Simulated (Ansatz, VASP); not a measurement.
Given: the input of a run of Ansatz 0.2.0 on Pb.

input.yaml

```yaml
crystal:
  lattice:
    - [-1.9796595667, 1.9796595667, 1.900473184]
    - [1.9796595667, -1.9796595667, 1.900473184]
    - [1.9796595667, 1.9796595667, -1.900473184]
  atoms:
    - { symbol: Pb, position: [0.0, 0.0, 0.0] }
hamiltonian:
  xc: pbesol
  pseudopotentials: { kind: paw }
kpoints:
  mp_grid: { grid: [8, 8, 8] }
scf:
  occupations: { method: fermi_dirac, width: 0.05 }
output:
  forces: true
  stress: true
  eigenvalues: true
```

Potentials or basis: Ansatz PAW.

Command:

```console
$ ansatz run input.yaml --threads 2 --pin off --max-ram 5632MiB --backend cpu --events-out ev --progress --plain --runs-dir out
```

Q: Set up the same calculation for VASP 6.6.1. Potentials there: VASP PAW PBE potentials, release 64 (Pb_d).

A: As run (the cutoff follows the program's own potentials):

Contents of INCAR:

```
SYSTEM = Pb
  PREC = Accurate
  ENCUT = 520
  EDIFF = 1E-6
  ISMEAR = -1
  SIGMA = 0.05
  LREAL = .False.
  LASPH = .True.
  NELM = 60
  ALGO = Normal
  ISIF = 2
  LWAVE = .False.
  LCHARG = .False.
  GGA = PS
  NBANDS = 13
```

Contents of KPOINTS:

```
regular mesh
0
Gamma
  8 8 8
  0 0 0
```

The input POSCAR:

```
Pb
1.0
   -1.9796595667      1.9796595667      1.9004731840
    1.9796595667     -1.9796595667      1.9004731840
    1.9796595667      1.9796595667     -1.9004731840
Pb
1
Direct
    0.0000000000      0.0000000000      0.0000000000
```

Potentials or basis: VASP PAW PBE potentials, release 64 (Pb_d).

Launch:

```console
$ cat potpaw_PBE.64/Pb_d/POTCAR > POTCAR
$ mpirun -np 1 vasp_std > vasp.out
```

Both were run:

|  | VASP | Ansatz | Ansatz less VASP |
| --- | --- | --- | --- |
| gap on the k mesh at the Fermi level (eV) | none | none | - |
| pressure (GPa) | 0.4 | 0.4 | +0.09 |
| traceless stress, the component that is largest in VASP (GPa) | 0.09 | 0.09 | 0.000 |

VASP's potentials were made for PBE, not for PBEsol. A gap of «none» marks a metal or a gap that the smearing closes. With one functional, cell and mesh, what is left measures potentials, basis and numerics.

Spin-orbit coupling is off throughout.
